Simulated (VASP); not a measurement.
A run of VASP 6.6.1 is set up as follows.

Contents of INCAR:

```
SYSTEM = Ru
PREC = Accurate
ENCUT = 520
EDIFF = 1E-6
ISMEAR = 0
SIGMA = 0.15
LREAL = .FALSE.
LASPH = .TRUE.
NELM = 80
ALGO = Normal
ISIF = 2
LWAVE = .FALSE.
LCHARG = .FALSE.
GGA = PE
NBANDS = 13
```

KPOINTS

```
regular mesh
0
G
  20 20 20
  0 0 0
```

The input POSCAR:

```
Ru
1.0
    0.1333558828      1.9003213292      1.9003213292
    1.9003213292      0.1333558828      1.9003213292
    1.9003213292      1.9003213292      0.1333558828
Ru
1
Direct
    0.0000000000      0.0000000000      0.0000000000
```

Potentials or basis: VASP PAW PBE potentials, release 64 (Ru_pv).

Launch:

```bash
$ cat potpaw_PBE.64/Ru_pv/POTCAR > POTCAR
$ mpirun -np 1 vasp_std > vasp.out
```

Estimate the band gap on the k mesh.

zero (band 7 reaches 17.23 eV, above the bottom of band 8 at 13.14 eV).

What does it give for the pressure?

54.9 GPa.

Stress tensor (GPa, compression positive):
```
 54.87 -25.26 -25.26
-25.26  54.87 -25.26
-25.26 -25.26  54.87
```
